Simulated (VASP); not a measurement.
A run of VASP 6.6.1 is set up as follows.

INCAR

```
  ALGO = Normal
  DIPOL = 0.5 0.5 0.328
  EDIFF = 1E-6
  ENCUT = 520
  GGA = PE
  IDIPOL = 3
  ISIF = 2
  ISMEAR = 0
  IVDW = 12
  LASPH = True
  LCHARG = False
  LDIPOL = True
  LREAL = False
  LWAVE = False
  NBANDS = 42
  NELM = 100
  PREC = Accurate
  SIGMA = 0.1
```

The input KPOINTS:

```
k-points
0
Gamma
  9 9 1
```

The input POSCAR:

```
CuGe4
1.0
    4.0303587907      0.0000000000      0.0000000000
   -2.0151793953      3.4903930991      0.0000000000
    0.0000000000      0.0000000000     21.5984135941
Ge Cu
4 1
Direct
    0.3333333333      0.6666666667      0.1851987871
    0.0000000000      0.0000000000      0.2232892486
    0.0000000000      0.0000000000      0.3443139717
    0.6666666667      0.3333333333      0.3795840634
    1.5555555556      0.7777777778      0.5092232143
```

Potentials or basis: VASP PAW PBE potentials, release 64 (Ge_d, Cu).

The run is started by

```sh
$ cat potpaw_PBE.64/Ge_d/POTCAR potpaw_PBE.64/Cu/POTCAR > POTCAR
$ mpirun -np 1 vasp_std > vasp.out
```

(1) Predict the dispersion energy per atom.

(2) Estimate the band gap on the k mesh.

## Answers

(1) -0.241 eV.

(2) zero (an odd number of electrons rules out a gap without spin polarisation).

Caveat: an odd number of electrons without spin polarisation forces a metal; a magnetic or distorted state may lie lower.
